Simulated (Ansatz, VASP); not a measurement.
ZnSe: VASP beside Ansatz

Contents of INCAR:

```
PREC     = Accurate       # precision mode
ENCUT    = 520            # plane-wave cutoff, eV
EDIFF    = 1E-7           # SCF threshold, eV
ISMEAR   = 0              # smearing method
SIGMA    = 0.05           # smearing width, eV
LREAL    = False          # projectors in reciprocal space
LASPH    = True           # aspherical terms in the spheres
NELM     = 80             # most SCF steps
ALGO     = Normal         # electronic algorithm
ISIF     = 2              # what is computed and relaxed
LWAVE    = False          # write WAVECAR
LCHARG   = False          # write CHGCAR
GGA      = PS             # functional
NBANDS   = 16             # bands
```

Contents of KPOINTS:

```
Automatic mesh
0
Gamma
  12 12 12
```

POSCAR

```
ZnSe
1.0
    0.0000000000      2.6788010295      2.6788010295
    2.6788010295      0.0000000000      2.6788010295
    2.6788010295      2.6788010295      0.0000000000
Se Zn
1 1
Direct
    0.0000000000      0.0000000000      0.0000000000
    0.5000000000      0.5000000000      0.5000000000
```

Input for Ansatz:

```yaml
crystal:
  lattice:
    - [0.0, 2.6788010295, 2.6788010295]
    - [2.6788010295, 0.0, 2.6788010295]
    - [2.6788010295, 2.6788010295, 0.0]
  atoms:
    - { symbol: Se, position: [0.0, 0.0, 0.0] }
    - { symbol: Zn, position: [0.5, 0.5, 0.5] }
basis:
  ecutwfc: 420
  ecutrho_ratio: 4
kpoints:
  mp_grid: { grid: [12, 12, 12] }
hamiltonian:
  xc: pbesol
scf:
  occupations: { method: gaussian, width: 0.05 }
output:
  forces: true
  stress: true
  eigenvalues: true
```

Alike in both runs: task single point; functional PBEsol; k mesh 12 × 12 × 12; occupations gaussian, width 0.05 eV; no spin polarisation.

|  | VASP | Ansatz |
| --- | --- | --- |
| version | VASP 6.6.1 | Ansatz 0.2.0 |
| potentials or method | VASP PAW PBE potentials, release 64 (Se, Zn), cutoff 520 eV | scalar-relativistic, plane waves, PAW |
| valence electrons in the cell | 18 | 28 |

VASP gave:

```
gap on the k mesh at the Fermi level (eV) : none
pressure (GPa)                            : -3.4
```

Task: Estimate Ansatz's values.

Result: gap on the k mesh at the Fermi level (eV): none; pressure (GPa): -3.6.

VASP's potentials were made for PBE, not for PBEsol. A gap of «none» marks a metal or a gap that the smearing closes. VASP's potentials hold 18 valence electrons a cell and Ansatz's 28, so a difference there can come from the potentials and not from the codes.
